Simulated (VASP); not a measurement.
A run of VASP 6.6.1:

INCAR

```
SYSTEM = P
PREC = Accurate
ENCUT = 520
EDIFF = 1E-6
ISMEAR = 0
SIGMA = 0.05
LREAL = .FALSE.
LASPH = .TRUE.
NELM = 100
ALGO = Normal
ISIF = 2
LWAVE = .FALSE.
LCHARG = .FALSE.
LDIPOL = .TRUE.
IDIPOL = 3
DIPOL = 0.5 0.5 0.400
GGA = PE
IVDW = 12
NBANDS = 30
```

File KPOINTS:

```
regular mesh
0
G
  8 6 1
  0 0 0
```

Contents of POSCAR:

```
P
1.0
    3.2961869271      0.0000000000      0.0000000000
    0.0000000000      4.4391555608      0.0000000000
    0.0000000000      0.0000000000     21.7461973993
P
8
Direct
    0.5000000000      0.9174951521      0.2069327302
    0.0000000000      0.5825048479      0.2069327302
    0.5000000000      0.0825048479      0.3045635326
    0.0000000000      0.4174951521      0.3045635326
    1.1250000000      0.7075048479      0.4958613454
    0.6250000000      0.3725145437      0.4958613454
    1.1250000000     -0.1274854563      0.5934921477
    0.6250000000      0.2075048479      0.5934921477
```

Potentials or basis: VASP PAW PBE potentials, release 64 (P).

The run is started by

```console
$ cat potpaw_PBE.64/P/POTCAR > POTCAR
$ mpirun -np 1 vasp_std > vasp.out
```

Hardware: 1 thread of Intel(R) Xeon(R) 6975P-C (Granite Rapids), on a shared host.

Q: How long does it take, and how much memory?

A: Run time: 2.9 min on 1 thread of Intel(R) Xeon(R) 6975P-C (Granite Rapids) (shared host), peak memory 0.46 GiB. Counts: scf iterations 21, k points 26.
